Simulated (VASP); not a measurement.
# AlN (F-43m) in VASP: further runs

AlN is run at these levels: PBE, r2SCAN, HSE06; tasks: single point.

All numbers are computed with VASP 6.6.1; they aren't measurements. Logs are shortened: lines on timing, memory, paths and dates and some standing lists are left out, and cuts for length are marked.

## 1. The cell of the first run

Symmetry: F-43m, No. 216, cubic system. The conventional cell has a = 4.332 Å, b = 4.332 Å, c = 4.332 Å, α = 90.00°, β = 90.00°, γ = 90.00°. Al (site symmetry -43m) has 4 N at 1.88 Å within 2.5 Å. Within 2.5 Å of N (site symmetry -43m) lie 4 Al at 1.88 Å.

## 2. Single point, PBE (strain -0.9%)

Contents of INCAR:

```
SYSTEM = AlN
PREC = Accurate
ENCUT = 520
EDIFF = 1E-7
ISMEAR = -1
SIGMA = 0.02
LREAL = .FALSE.
LASPH = .TRUE.
NELM = 60
ALGO = Normal
ISIF = 2
LWAVE = .FALSE.
LCHARG = .FALSE.
GGA = PE
NBANDS = 11
```

Contents of KPOINTS:

```
regular mesh
0
G
  10 10 10
  0 0 0
```

Contents of POSCAR:

```
AlN
1.0
    0.0000000000      2.1658679959      2.1658679959
    2.1658679959      0.0000000000      2.1658679959
    2.1658679959      2.1658679959      0.0000000000
Al N
1 1
Direct
    0.0000000000      0.0000000000      0.0000000000
    0.2500000000      0.2500000000      0.2500000000
```

Potentials or basis: VASP PAW PBE potentials, release 64 (Al, N).

Started as:

```
$ cat potpaw_PBE.64/Al/POTCAR potpaw_PBE.64/N/POTCAR > POTCAR
$ mpirun -np 1 vasp_std > vasp.out
```

OUTCAR:

```text
SYSTEM = AlN
   PREC = Accurate
   ENCUT = 520
   EDIFF = 1E-7
   ISMEAR = -1
   LREAL = .FALSE.
   LASPH = .TRUE.
   NELM = 60
   ISIF = 2
   GGA = PE

 ion  position               nearest neighbor table
   1  0.000  0.000  0.000-   2 1.88   2 1.88   2 1.88   2 1.88
   2  0.250  0.250  0.250-   1 1.88   1 1.88   1 1.88   1 1.88

  LATTYP: Found a face centered cubic cell.
 ALAT       =     4.3317359918

  Lattice vectors:

 A1 = (   0.0000000000,   2.1658679959,   2.1658679959)
 A2 = (   2.1658679959,   0.0000000000,   2.1658679959)
 A3 = (   2.1658679959,   2.1658679959,   0.0000000000)

Analysis of symmetry for initial positions (statically):
=====================================================================
 Subroutine PRICEL returns:
 Original cell was already a primitive cell.

 Routine SETGRP: Setting up the symmetry group for a
 face centered cubic supercell.

 Subroutine GETGRP returns: Found 24 space group operations
 (whereof 24 operations were pure point group operations)
 out of a pool of 48 trial point group operations.

The static configuration has the point symmetry T_d .

Analysis of symmetry for dynamics (positions and initial velocities):
=====================================================================
 Subroutine PRICEL returns:
 Original cell was already a primitive cell.

 Routine SETGRP: Setting up the symmetry group for a
 face centered cubic supercell.

 Subroutine GETGRP returns: Found 24 space group operations
 (whereof 24 operations were pure point group operations)
 out of a pool of 48 trial point group operations.

The dynamic configuration has the point symmetry T_d .

 Subroutine INISYM returns: Found 24 space group operations
 (whereof 24 operations are pure point group operations),
 and found     1 'primitive' translations

----------------------------------------------------------------------------------------

                                     Primitive cell

  volume of cell :      20.3201

  direct lattice vectors                    reciprocal lattice vectors
     0.000000000  2.165867996  2.165867996    -0.230854328  0.230854328  0.230854328
     2.165867996  0.000000000  2.165867996     0.230854328 -0.230854328  0.230854328
     2.165867996  2.165867996  0.000000000     0.230854328  0.230854328 -0.230854328

  length of vectors
     3.062999894  3.062999894  3.062999894     0.399851425  0.399851425  0.399851425

  position of ions in fractional coordinates (direct lattice)
     0.000000000  0.000000000  0.000000000
     0.250000000  0.250000000  0.250000000

  ion indices of the primitive-cell ions
   primitive index   ion index
                 1           1
                 2           2

----------------------------------------------------------------------------------------

 KPOINTS: regular mesh

Automatic generation of k-mesh.
 Grid dimensions read from file:
 generate k-points for:   10   10   10

 Generating k-lattice:

  Cartesian coordinates                     Fractional coordinates (reciprocal lattice)
    -0.023085433  0.023085433  0.023085433     0.100000000  0.000000000  0.000000000
     0.023085433 -0.023085433  0.023085433     0.000000000  0.100000000  0.000000000
     0.023085433  0.023085433 -0.023085433     0.000000000  0.000000000  0.100000000

  Length of vectors
     0.039985142  0.039985142  0.039985142

  Shift w.r.t. Gamma in fractional coordinates (k-lattice)
     0.000000000  0.000000000  0.000000000

 Subroutine IBZKPT returns following result:
 ===========================================

 Found     47 irreducible k-points:

 Following reciprocal coordinates:
            Coordinates               Weight
  0.000000  0.000000  0.000000      1.000000
  0.100000  0.000000  0.000000      8.000000
  0.200000  0.000000  0.000000      8.000000
  0.300000  0.000000  0.000000      8.000000
  0.400000  0.000000  0.000000      8.000000
  0.500000  0.000000  0.000000      4.000000
[... 16 lines left out ...]
  0.300000  0.300000  0.000000      6.000000
  0.400000  0.300000  0.000000     24.000000
 [... further k-points ...]
   k-points           NKPTS =     47   k-points in BZ     NKDIM =     47   number of bands    NBANDS=     11
   number of dos      NEDOS =    301   number of ions     NIONS =      2
   total plane-waves  NPLWV =  13824
   dimension x,y,z NGX =    24 NGY =   24 NGZ =   24
   dimension x,y,z NGXF=    48 NGYF=   48 NGZF=   48
   ions per type =               1   1
   NGX,Y,Z   is equivalent  to a cutoff of  13.03, 13.03, 13.03 a.u.
   NGXF,Y,Z  is equivalent  to a cutoff of  26.05, 26.05, 26.05 a.u.
 SYSTEM =  AlN
   PREC   = accura    normal or accurate (medium, high low for compatibility)
   ISTART =      0    job   : 0-new  1-cont  2-samecut
   ICHARG =      2    charge: 1-file 2-atom 10-const
   ISPIN  =      1    spin polarized calculation?
   LNONCOLLINEAR =      F non collinear calculations
   LSORBIT =      F    spin-orbit coupling
   LASPH  =      T    aspherical Exc in radial PAW
   ENCUT  =  520.0 eV  38.22 Ry    6.18 a.u.   5.70  5.70  5.70*2*pi/ulx,y,z
   NELM   =     60;   NELMIN=  2; NELMDL= -5     # of ELM steps
   EDIFF  = 0.1E-06   stopping-criterion for ELM
   LREAL  =      F    real-space projection
   EDIFFG = 0.1E-05   stopping-criterion for IOM
   NSW    =      0    number of steps for IOM
   IBRION =     -1    ionic relax: 0-MD 1-quasi-New 2-CG
   NFREE  =      0    steps in history (QN), initial steepest desc. (CG)
   ISIF   =      2    stress and relaxation
   ISYM   =      2    0-nonsym 1-usesym 2-fastsym
   POTIM  = 0.5000    time-step for ionic-motion
   TEBEG  =    0.0;   TEEND  =   0.0 temperature during run
   PSTRESS=    0.0 pullay stress
   NELECT =       8.0000    total number of electrons
   NUPDOWN=      -1.0000    fix difference up-down
   EMIN   =  10.00;   EMAX   =-10.00  energy-range for DOS
   EFERMI =   0.00;   METHOD = LEGACY
   ISMEAR =    -1;   SIGMA  =   0.02  broadening in eV -4-tet -1-fermi 0-gaus
   EFERMI_NEDOS =   21; number of points for ismear=-14 and -15
   IALGO  =     38    algorithm
   IMIX   =      4    mixing-type and parameters
     AMIX     =   0.40;   BMIX     =  1.00
     AMIX_MAG =   1.60;   BMIX_MAG =  1.00
  volume/ion in A,a.u.               =      10.16        68.56
  Fermi-wavevector in a.u.,A,eV,Ry     =   1.199857  2.267401 19.587722  1.439657
  Thomas-Fermi vector in A             =   2.335709
   LORBIT       =      0    0 simple, 1 ext, 2 COOP (PROOUT), +10 PAW based schemes
   GGA     = PE    functional components
   LHFCALC =     F    Hartree Fock is set to
   AEXX    =    0.0000 exact exchange contribution
   IVDW    =     0    specifies the selected vdW correction
   LEPSILON=     F    determine dielectric tensor
   LRPA    =     F    only Hartree local field effects (RPA)
 non-spin polarized calculation
  energy-cutoff  :      520.00
  volume of cell :       20.32
 maximum number of plane-waves:       568
   NGX = 11   NGY = 11   NGZ = 11

 number of electron       7.9999999 magnetization

 Free energy of the ion-electron system (eV)
  ---------------------------------------------------
  ext. energy  EPLUGINS =         0.00000000
  ---------------------------------------------------
  free energy    TOTEN  =       -14.81665195 eV

  energy without entropy =      -14.81665195  energy(sigma->0) =      -14.81665195

 E-fermi :   6.7228     XC(G=0): -11.0433

 val. band max:        6.2083666993   @ k =   0.0000   0.0000   0.0000
 cond. band min:       9.5386540785   @ k =   0.5000   0.5000   0.0000
 fundamental gap:      3.3302873792
 Fermi energy:         6.7228174575

 k-point     1 :       0.0000    0.0000    0.0000
  band No.  band energies     occupation
      1      -8.9187      2.00000
      2       6.2084      2.00000
      3       6.2084      2.00000
      4       6.2084      2.00000
      5      10.6277      0.00000
      6      19.0186      0.00000
      7      19.0186      0.00000
      8      19.0186      0.00000
      9      24.0988      0.00000
     10      24.0988      0.00000
     11      25.5505      0.00000

 k-point     2 :       0.1000    0.0000    0.0000
  band No.  band energies     occupation
      1      -8.7679      2.00000
      2       5.3967      2.00000
      3       6.1565      2.00000
      4       6.1565      2.00000
      5      11.2816      0.00000
      6      18.6285      0.00000
      7      19.1554      0.00000
      8      19.1554      0.00000
      9      22.8233      0.00000
     10      22.8233      0.00000
     11      24.7506      0.00000

 k-point     3 :       0.2000    0.0000    0.0000
  band No.  band energies     occupation
      1      -8.3384      2.00000
      2       3.7717      2.00000
      3       6.0273      2.00000
      4       6.0273      2.00000
      5      12.4050      0.00000
      6      17.8179      0.00000
      7      19.0630      0.00000
      8      19.0630      0.00000
      9      22.3028      0.00000
     10      22.3028      0.00000
     11      23.8887      0.00000

 k-point     4 :       0.3000    0.0000    0.0000
  band No.  band energies     occupation
      1      -7.7125      2.00000
      2       2.0925      2.00000
      3       5.8790      2.00000
      4       5.8790      2.00000
      5      13.2501      0.00000
      6      17.0359      0.00000
      7      18.3588      0.00000
      8      18.3588      0.00000
      9      23.4136      0.00000
     10      23.4136      0.00000
     11      23.7327      0.00000
[... 239 lines left out ...]
 k-point    22 :      -0.2000    0.2000    0.0000
  band No.  band energies     occupation
      1      -7.5069      2.00000
      2       2.4054      2.00000
      3       4.4916      2.00000
      4       5.9555      2.00000
      5      13.9588      0.00000
      6      16.3588      0.00000
      7      17.8508      0.00000
      8      18.8955      0.00000
      9      21.4030      0.00000
     10      24.9769      0.00000
     11      27.8666      0.00000

 k-point    23 :       0.3000    0.3000    0.0000
  band No.  band energies     occupation
      1      -7.3241      2.00000
      2       2.6608      2.00000
      3       4.9508      2.00000
      4       4.9508      2.00000
      5      11.6188      0.00000
      6      16.0838      0.00000
      7      18.3689      0.00000
      8      20.9992      0.00000
      9      20.9992      0.00000
     10      26.8441      0.00000
     11      30.4178      0.00000

 k-point    24 :       0.4000    0.3000    0.0000
  band No.  band energies     occupation
      1      -6.8431      2.00000
      2       2.0088      2.00000
      3       4.4809      2.00000
      4       4.7852      2.00000
      5      11.1799      0.00000
      6      15.9111      0.00000
      7      18.7670      0.00000
      8      21.0747      0.00000
      9      21.6049      0.00000
     10      27.8121      0.00000
     11      30.2052      0.00000

 [... further k-points ...]

------------------------ aborting loop because EDIFF is reached ----------------------------------------

  FORCE on cell =-STRESS in cart. coord.  units (eV):
  Direction    XX          YY          ZZ          XY          YZ          ZX
  --------------------------------------------------------------------------------------
  -------------------------------------------------------------------------------------
  Total        1.2863490      1.2863490      1.2863490      0.0000000      0.0000000      0.0000000
  in kB      101.4246363    101.4246363    101.4246363      0.0000000      0.0000000      0.0000000
  external PRESSURE =     101.4246363 kB  Pullay stress =       0.0000000 kB

 VOLUME and BASIS-vectors are now :
 -----------------------------------------------------------------------------
  energy-cutoff  :      520.00
  volume of cell :       20.32
      direct lattice vectors                 reciprocal lattice vectors
     0.000000000  2.165867996  2.165867996    -0.230854328  0.230854328  0.230854328
     2.165867996  0.000000000  2.165867996     0.230854328 -0.230854328  0.230854328
     2.165867996  2.165867996  0.000000000     0.230854328  0.230854328 -0.230854328

 POSITION                                       TOTAL-FORCE (eV/Angst)
 -----------------------------------------------------------------------------------
      0.00000      0.00000      0.00000        -0.000000     -0.000000     -0.000000
      1.08293      1.08293      1.08293         0.000000      0.000000      0.000000
 -----------------------------------------------------------------------------------
    total drift:                                0.000000      0.000000      0.000000

  FREE ENERGIE OF THE ION-ELECTRON SYSTEM (eV)
  ---------------------------------------------------
  free  energy   TOTEN  =       -14.8166519458 eV

  energy  without entropy=      -14.8166519458  energy(sigma->0) =      -14.81665195
```

It took 6.1 s on 1 thread of Intel Xeon Platinum 8375C at 2.90GHz (Ice Lake), shared host; peak memory 0.13 GiB.

Results:

```yaml
Free_energy: -14.8167 eV
Pressure: 10.1 GPa
Band_gap_on_the_k_mesh: 3.33 eV (least direct gap 4.42 eV)
```

Caveat: the cell differs from its parent crystal (strain -0.9%); the cell stands under pressure. A k mesh can miss the band edges.

## 3. Single point, r2SCAN (strain -0.9%)

POSCAR is that of step 2.

Contents of INCAR.step1:

```
PREC = Accurate
ENCUT = 520
ISMEAR = 0
SIGMA = 0.01
LREAL = False
LASPH = True
NELM = 100
NBANDS = 11
GGA = PE
ALGO = Normal
EDIFF = 1E-4
LWAVE = True
LCHARG = False
```

Contents of INCAR.step2:

```
PREC = Accurate
ENCUT = 520
EDIFF = 1E-6
ISMEAR = 0
SIGMA = 0.01
LREAL = False
LASPH = True
NELM = 100
ALGO = Normal
ISIF = 2
LWAVE = False
LCHARG = False
METAGGA = R2SCAN
LMIXTAU = True
NBANDS = 11
ISTART = 1
```

Contents of KPOINTS:

```
regular mesh
0
Gamma
  10 10 10
```

Potentials or basis: VASP PAW PBE potentials, release 64 (Al, N).

Started as:

```
$ cat potpaw_PBE.64/Al/POTCAR potpaw_PBE.64/N/POTCAR > POTCAR
$ cp INCAR.step1 INCAR
$ mpirun -np 1 vasp_std > vasp.out
$ cp INCAR.step2 INCAR
$ mpirun -np 1 vasp_std > vasp.out
```

Run time: 23 s. Hardware: 1 thread of Intel Xeon Platinum 8375C at 2.90GHz (Ice Lake), shared host; peak memory 0.14 GiB.

It converged, with:

- Free energy: -19.1707 eV
- Pressure: 5.4 GPa
- Band gap on the k mesh: 3.95 eV (least direct gap 5.13 eV)

Levels at points of the mesh, in eV from the valence-band top:
```csv
k point,band 2,band 3,band 4,band 5,band 6,band 7
"(0.00, 0.00, 0.00)",0.00,0.00,0.00,5.13,13.78,13.78
"(0.50, 0.00, 0.00)",-6.00,-0.49,-0.49,8.45,11.01,12.11
"(0.50, 0.50, 0.00)",-5.03,-1.83,-1.83,3.95,9.64,15.57
```

Caveat: the cell differs from its parent crystal (strain -0.9%); the cell stands under pressure; the PAW data sets were made with another functional, which shifts forces and pressure a little.

## 4. Single point, HSE06 (strain -0.9%)

POSCAR is that of step 3.

Contents of INCAR.step1:

```
SYSTEM = AlN
  PREC = Accurate
  ENCUT = 520
  EDIFF = 1E-5
  ISMEAR = 0
  SIGMA = 0.01
  LREAL = .FALSE.
  LASPH = .TRUE.
  NELM = 60
  ALGO = Normal
  ISIF = 2
  LWAVE = .TRUE.
  LCHARG = .FALSE.
  GGA = PE
  NBANDS = 11
```

Contents of INCAR.step2:

```
SYSTEM = AlN
  PREC = Accurate
  ENCUT = 520
  EDIFF = 1E-6
  ISMEAR = 0
  SIGMA = 0.01
  LREAL = .FALSE.
  LASPH = .TRUE.
  NELM = 60
  ALGO = Normal
  ISIF = 2
  LWAVE = .FALSE.
  LCHARG = .FALSE.
  GGA = PE
  LHFCALC = .TRUE.
  HFSCREEN = 0.2079
  PRECFOCK = Normal
  ISTART = 1
  NBANDS = 11
```

Contents of KPOINTS:

```
Automatic mesh
0
G
  8 8 8
  0 0 0
```

Started as:

```
$ cat potpaw_PBE.64/Al/POTCAR potpaw_PBE.64/N/POTCAR > POTCAR
$ cp INCAR.step1 INCAR
$ mpirun -np 1 vasp_std > vasp.out
$ cp INCAR.step2 INCAR
$ mpirun -np 1 vasp_std > vasp.out
```

Wall time 21 min (1 thread of Intel Xeon Platinum 8375C at 2.90GHz (Ice Lake), shared host); peak memory 0.25 GiB.

It converged, with:

```
Free energy            : -17.3890 eV
Pressure               : 5.0 GPa
Band gap on the k mesh : 4.58 eV (least direct gap 5.80 eV)
```

Levels at points of the mesh, in eV from the valence-band top:
```csv
k point,band 2,band 3,band 4,band 5,band 6,band 7
"(0.00, 0.00, 0.00)",0.00,0.00,0.00,5.80,14.51,14.51
"(0.50, 0.00, 0.00)",-6.46,-0.54,-0.54,9.12,11.83,12.93
"(0.50, 0.50, 0.00)",-5.42,-1.98,-1.98,4.58,10.25,16.47
```

Caveat: the cell differs from its parent crystal (strain -0.9%); the cell stands under pressure; the PAW data sets were made with another functional, which shifts forces and pressure a little. A k mesh can miss the band edges.

## 5. The runs side by side

```csv
level,k mesh,smearing,grid for exact exchange (PRECFOCK),share of exact exchange,screening parameter,gap on the mesh (eV),pressure (GPa)
PBE,10 × 10 × 10,fermi-dirac 0.02 eV,-,-,-,3.33,10.1
r2SCAN,10 × 10 × 10,gaussian 0.01 eV,-,-,-,3.95,5.4
HSE06,8 × 8 × 8,gaussian 0.01 eV,Normal,0.25,0.2079 1/Å,4.58,5.0
```

Alike in all rows: task single point; potentials or basis VASP PAW PBE potentials, release 64 (Al, N); no spin polarisation; cell as given; cutoff (eV) 520.

Caveats: the cell stands under pressure; the PAW data sets were made with another functional, which shifts forces and pressure a little (at least some runs).

Total energies depend on the potentials used, so only differences within one code and one set of settings carry meaning.
